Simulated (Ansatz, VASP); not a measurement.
Two plane-wave programs on HgSe

```
Hg Se
1.0
     0.00000    3.13012    3.13012
     3.13012    0.00000    3.13012
     3.13012    3.13012    0.00000
Hg Se
1 1
Direct
  0.00000 0.00000 0.00000
  0.75000 0.75000 0.75000
```

Alike in both runs: functional PBE; k mesh 12 × 12 × 12; occupations gaussian, width 0.1 eV; no spin polarisation.

Ansatz relaxed the structure, and its values are those at the end. VASP's run is a single point on that final structure, the one shown.

```csv
,VASP,Ansatz
version,VASP 6.6.1,Ansatz 0.2.0
potentials or method,"VASP PAW PBE potentials, release 64 (Hg, Se), cutoff 500 eV","scalar-relativistic, plane waves, PAW"
valence electrons in the cell,18,36
```

Ansatz gave:

```
gap on the k mesh at the Fermi level (eV) : none
pressure (GPa)                            : 0.0
```

Q: Estimate VASP's values.

A: gap on the k mesh at the Fermi level (eV): none; pressure (GPa): 0.2.

A gap of «none» marks a metal or a gap that the smearing closes. VASP's potentials hold 18 valence electrons a cell and Ansatz's 36, so a difference there can come from the potentials and not from the codes.

Neither program's run includes spin-orbit coupling.
